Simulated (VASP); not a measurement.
Set up this calculation in VASP 6.6.1, as the native input.

```
Task                   : single point
Functional             : PBEsol
Potentials or basis    : VASP PAW PBE potentials, release 64 (Tl_d, Br)
Cutoff                 : 500 eV
k mesh                 : 6 × 6 × 6
Occupations            : gaussian, width 0.01 eV
Spin                   : non-collinear spin, zero start, spin-orbit coupling
Starting moments       : [[0.0, 0.0, 0.0], [0.0, 0.0, 0.0]] μB
Dipole correction      : no
Further INCAR settings : ALGO = Normal; EDIFF = 1e-06; NBANDS = 32
```

The structure of TlBr lies in POSCAR:

```
TlBr
1.0
    3.9341052120      0.0000000000      0.0000000000
    0.0000000000      3.9341052120      0.0000000000
    0.0000000000      0.0000000000      3.9341052120
Tl Br
1 1
Direct
    0.0000000000      0.0000000000      0.0000000000
    0.5000000000      0.5000000000      0.5000000000
```

One way to write it, as run:

INCAR

```
ALGO = Normal ; EDIFF = 1E-6
ENCUT = 500 ; GGA = PS
GGA_COMPAT = F ; ISIF = 2
ISMEAR = 0 ; LASPH = T
LCHARG = T ; LNONCOLLINEAR = T
LORBIT = 11 ; LORBMOM = T
LREAL = F ; LSORBIT = T
LVHAR = T ; LWAVE = F
MAGMOM = 0 0 0 0 0 0 ; NBANDS = 32
NELM = 200 ; PREC = Accurate
SIGMA = 0.01
```

KPOINTS

```
k-points
0
Gamma
  6 6 6
```

Potentials or basis: VASP PAW PBE potentials, release 64 (Tl_d, Br).

The run is started by

```console
$ cat potpaw_PBE.64/Tl_d/POTCAR potpaw_PBE.64/Br/POTCAR > POTCAR
$ mpirun -np 1 vasp_ncl > vasp.out
```

Results of the run:

- Pressure: -0.5 GPa
- Net moment: 0.00 μB per cell
- Valence electrons inside the program's atomic spheres: Tl 11.11; Br 4.81

Caveat: the PAW data sets were made with another functional, which shifts forces and pressure a little.

Wall time 43 s on 1 thread of Intel(R) Xeon(R) 6975P-C (Granite Rapids), on a shared host, peak memory 0.29 GiB.
